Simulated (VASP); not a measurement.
**I: single point with r2SCAN**

The system is I.

```
I
1.0
    -2.14367    2.14367    2.14367
     2.14367   -2.14367    2.14367
     2.14367    2.14367   -2.14367
I
1
Direct
  0.00000 0.00000 0.00000
```

```yaml
Program: VASP 6.6.1
Task: single point
Functional: r2SCAN
Potentials_or_basis: VASP PAW PBE potentials, release 64 (I)
Cutoff: 520 eV
k_mesh: 8 × 8 × 8
Occupations: fermi-dirac, width 0.01 eV
Spin: no spin polarisation
Dipole_correction: no
Further_INCAR_settings: ALGO = Normal; EDIFF = 1e-06; NBANDS = 10
```

```yaml
Pressure: -1.8 GPa
```

Levels at points of the mesh, in eV from the Fermi level:
```csv
k point,band 1,band 2,band 3,band 4,band 5,band 6,band 7,band 8
"(0.00, 0.00, 0.00)",-13.25,0.72,0.72,0.72,7.45,10.41,10.41,10.41
"(0.50, 0.00, 0.00)",-12.05,-3.88,-0.70,0.47,6.55,7.97,13.67,13.70
"(0.50, 0.50, 0.50)",-11.26,-2.29,-2.29,-2.29,5.45,5.45,16.74,16.74
```

Wall time 21 s on 1 thread of Intel(R) Xeon(R) Platinum 8488C (Sapphire Rapids) (shared host), peak memory 0.16 GiB.

Caveat: the PAW data sets were made with another functional, which shifts forces and pressure a little; spin-orbit coupling is left out, which moves the levels of the heavy elements; an odd number of electrons without spin polarisation forces a metal; a magnetic or distorted state may lie lower.
